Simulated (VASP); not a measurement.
Wanted: the native input for a VASP 6.6.1 run.

| Quantity | Value |
| --- | --- |
| Task | single point |
| Functional | PBE |
| Potentials or basis | VASP PAW PBE potentials, release 64 (K_sv, F) |
| Cutoff | 520 eV |
| k mesh | 8 × 8 × 8 |
| Occupations | gaussian, width 0.02 eV |
| Spin | no spin polarisation |
| Dipole correction | no |
| Further INCAR settings | ALGO = Normal; EDIFF = 1e-06; NBANDS = 15 |

The structure of KF lies in POSCAR:

```
KF
1.0
    0.0000000000      2.6868942350      2.6868942350
    2.6868942350      0.0000000000      2.6868942350
    2.6868942350      2.6868942350      0.0000000000
K F
1 1
Direct
    0.0000000000      0.0000000000      0.0000000000
    0.5000000000      0.5000000000      0.5000000000
```

This cell differs from its parent crystal: strained.

One way to write it, as run:

INCAR

```
PREC     = Accurate       # precision mode
ENCUT    = 520            # plane-wave cutoff, eV
EDIFF    = 1E-6           # SCF threshold, eV
ISMEAR   = 0              # smearing method
SIGMA    = 0.02           # smearing width, eV
LREAL    = F              # projectors in reciprocal space
LASPH    = T              # aspherical terms in the spheres
NELM     = 100            # most SCF steps
ALGO     = Normal         # electronic algorithm
ISIF     = 2              # what is computed and relaxed
LWAVE    = F              # write WAVECAR
LCHARG   = T              # write CHGCAR
GGA      = PE             # functional
LELF     = T              # ELF
LVHAR    = T            
NBANDS   = 15             # bands
```

KPOINTS

```
Automatic mesh
0
Gamma
  8 8 8
```

Potentials or basis: VASP PAW PBE potentials, release 64 (K_sv, F).

Launch:

```console
$ cat potpaw_PBE.64/K_sv/POTCAR potpaw_PBE.64/F/POTCAR > POTCAR
$ mpirun -np 1 vasp_std > vasp.out
```

It gave:

* Pressure: 0.8 GPa
* Band gap on the k mesh: 6.08 eV, direct

Caveat: the cell differs from its parent crystal (strained).

Wall time 9.6 s on 1 thread of Intel(R) Xeon(R) Platinum 8488C (Sapphire Rapids), with other jobs on the host, peak memory 0.16 GiB.
